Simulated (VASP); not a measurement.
Set up this calculation in VASP 6.6.1, as the native input.

| Quantity | Value |
| --- | --- |
| Task | single point |
| Functional | PBEsol |
| Potentials or basis | VASP PAW PBE potentials, release 64 (Al, Ru_pv) |
| Cutoff | 520 eV |
| k mesh | 14 × 14 × 14 |
| Occupations | gaussian, width 0.1 eV |
| Spin | no spin polarisation |
| Dipole correction | no |
| Further INCAR settings | ALGO = Normal; EDIFF = 1e-06; NBANDS = 16 |

The structure of AlRu lies in POSCAR:

```
AlRu
1.0
    2.9764077813      0.0000000000      0.0000000000
    0.0000000000      2.9764077813      0.0000000000
    0.0000000000      0.0000000000      2.9764077813
Al Ru
1 1
Direct
    0.0000000000      0.0000000000      0.0000000000
    0.5000000000      0.5000000000      0.5000000000
```

The input as run:

INCAR

```
PREC = Accurate
ENCUT = 520
EDIFF = 1E-6
ISMEAR = 0
SIGMA = 0.1
LREAL = False
LASPH = True
NELM = 60
ALGO = Normal
ISIF = 2
LWAVE = False
LCHARG = True
GGA = PS
LELF = True
LVHAR = True
NBANDS = 16
```

KPOINTS

```
Automatic mesh
0
Gamma
  14 14 14
```

Potentials or basis: VASP PAW PBE potentials, release 64 (Al, Ru_pv).

Command:

```sh
$ cat potpaw_PBE.64/Al/POTCAR potpaw_PBE.64/Ru_pv/POTCAR > POTCAR
$ mpirun -np 1 vasp_std > vasp.out
```

It gave:

| Quantity | Value |
| --- | --- |
| Pressure | 0.0 GPa |

Caveat: the PAW data sets were made with another functional, which shifts forces and pressure a little.

Run time: 21 s on 1 thread of Intel(R) Xeon(R) Platinum 8488C (Sapphire Rapids), on a shared host, peak memory 0.17 GiB.
